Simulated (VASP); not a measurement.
Input of a VASP 6.6.1 run:

File INCAR:

```
SYSTEM = In16O23
ALGO = Normal
EDIFF = 1E-6
ENCUT = 520
GGA = PE
ISIF = 2
ISMEAR = -1
LASPH = .True.
LCHARG = .False.
LREAL = Auto
LWAVE = .False.
NBANDS = 198
NELECT = 344.0
NELM = 100
PREC = Accurate
SIGMA = 0.01
```

The input KPOINTS:

```
k-points
0
Gamma
  3 3 3
  0 0 0
```

POSCAR

```
In16O23
1.0
   -5.4870000000     -3.1679209270      4.8366666667
    5.4870000000     -3.1679209270      4.8366666667
    0.0000000000      6.3358418540      4.8366666667
In O
16 23
Direct
    0.3573100000      0.3573100000      0.3573100000
    0.8573100000      0.8573100000      0.3573100000
    0.8573100000      0.3573100000      0.8573100000
    0.3573100000      0.8573100000      0.8573100000
    0.1426900000      0.1426900000      0.1426900000
    0.6426900000      0.6426900000      0.1426900000
    0.6426900000      0.1426900000      0.6426900000
    0.1426900000      0.6426900000      0.6426900000
    0.6426900000      0.6426900000      0.6426900000
    0.1426900000      0.1426900000      0.6426900000
    0.1426900000      0.6426900000      0.1426900000
    0.6426900000      0.1426900000      0.1426900000
    0.8573100000      0.8573100000      0.8573100000
    0.3573100000      0.3573100000      0.8573100000
    0.3573100000      0.8573100000      0.3573100000
    0.8573100000      0.3573100000      0.3573100000
    0.1010000000      0.8990000000      0.7500000000
    0.1010000000      0.3990000000      0.2500000000
    0.6010000000      0.8990000000      0.2500000000
    0.7500000000      0.6010000000      0.3990000000
    0.2500000000      0.1010000000      0.3990000000
    0.2500000000      0.6010000000      0.8990000000
    0.7500000000      0.1010000000      0.8990000000
    0.3990000000      0.7500000000      0.6010000000
    0.8990000000      0.2500000000      0.6010000000
    0.8990000000      0.7500000000      0.1010000000
    0.3990000000      0.2500000000      0.1010000000
    0.3990000000      0.6010000000      0.2500000000
    0.8990000000      0.1010000000      0.2500000000
    0.8990000000      0.6010000000      0.7500000000
    0.3990000000      0.1010000000      0.7500000000
    0.2500000000      0.3990000000      0.6010000000
    0.7500000000      0.8990000000      0.6010000000
    0.7500000000      0.3990000000      0.1010000000
    0.2500000000      0.8990000000      0.1010000000
    0.6010000000      0.2500000000      0.3990000000
    0.1010000000      0.7500000000      0.3990000000
    0.1010000000      0.2500000000      0.8990000000
    0.6010000000      0.7500000000      0.8990000000
```

Potentials or basis: VASP PAW PBE potentials, release 64 (In_d, O).

Command:

```sh
$ cat potpaw_PBE.64/In_d/POTCAR potpaw_PBE.64/O/POTCAR > POTCAR
$ mpirun -np 1 vasp_std > vasp.out
```

**Question.** Estimate the largest force.

**Answer.** 1.786 eV/Å.

Forces on the atoms (eV/Å):
```
In   0.316 -0.241 -0.205
In   0.017 -0.302  0.202
In  -1.363  0.054  1.152
In   0.173  0.511  0.001
In   0.017  0.302 -0.202
In   0.316  0.241  0.205
In  -1.363 -0.054 -1.152
In   0.173 -0.511 -0.001
In   0.869 -1.255  0.817
In  -0.255  0.041 -0.253
In   0.068  0.256  0.240
In  -0.363  0.437 -0.003
In  -0.255 -0.041  0.253
In   0.869  1.255 -0.817
In   0.068 -0.256 -0.240
In  -0.363 -0.437  0.003
O   -0.232  0.000  0.000
O   -0.160  0.091 -0.027
O   -0.160 -0.091  0.027
O   -0.021  0.627  0.029
O    0.162 -0.077  0.228
O   -0.504 -0.458 -0.241
O    1.155 -0.803 -0.015
O   -0.504  0.458  0.241
O    1.155  0.803  0.015
O    0.162  0.077 -0.228
O   -0.021 -0.627 -0.029
O   -0.010  0.000  0.000
O    0.407  0.000  0.000
O    0.328  0.685 -0.923
O    0.328 -0.685  0.923
O   -0.499  0.307  0.637
O    0.049  0.453  0.022
O    0.066 -0.420 -0.694
O   -0.121 -0.053 -0.054
O    0.066  0.420  0.694
O   -0.121  0.053  0.054
O    0.049 -0.453 -0.022
O   -0.499 -0.307 -0.637
```

Caveat: the cell carries a net charge on a neutralising background, which shifts energy and pressure; the cell differs from its parent crystal (atoms taken out).
